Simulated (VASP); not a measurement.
BaTiO3:

```
Ba Ti O
1.0
     3.99980    0.00000    0.00000
     0.00000    3.99980    0.00000
     0.00000    0.00000    4.01800
Ba Ti O
1 1 3
Direct
  0.00000 0.00000 0.00000
  0.50000 0.50000 0.49000
  0.50000 0.50000 0.01900
  0.50000 0.00000 0.51700
  0.00000 0.50000 0.51700
```

Base run:

| Quantity | Value |
| --- | --- |
| Program | VASP 6.6.1 |
| Functional | PBEsol |
| Dispersion | D4 |
| Potentials or basis | VASP PAW PBE potentials, release 64 (Ba_sv, Ti_sv, O) |
| Cutoff | 520 eV |
| k mesh | 4 × 4 × 4 |
| Occupations | gaussian, width 0.01 eV |
| Spin | no spin polarisation |
| Hubbard terms | Ti d U = 3.0 eV |

Its results: band gap on the k mesh 2.06 eV, indirect (least direct gap 2.37 eV); pressure -1.2 GPa; largest force 0.223 eV/Å.

Q: The run is repeated on the same cell with these changes: hubbard terms from Ti d U = 3.0 eV to Ti d U = 5.0 eV. What comes out?

A: Band gap on the k mesh 2.32 eV, indirect (least direct gap 2.63 eV); pressure 0.5 GPa; largest force 0.530 eV/Å.

Caveats: the PAW data sets were made with another functional, which shifts forces and pressure a little; spin-orbit coupling is left out, which moves the levels of the heavy elements.

A k mesh can miss the band edges.
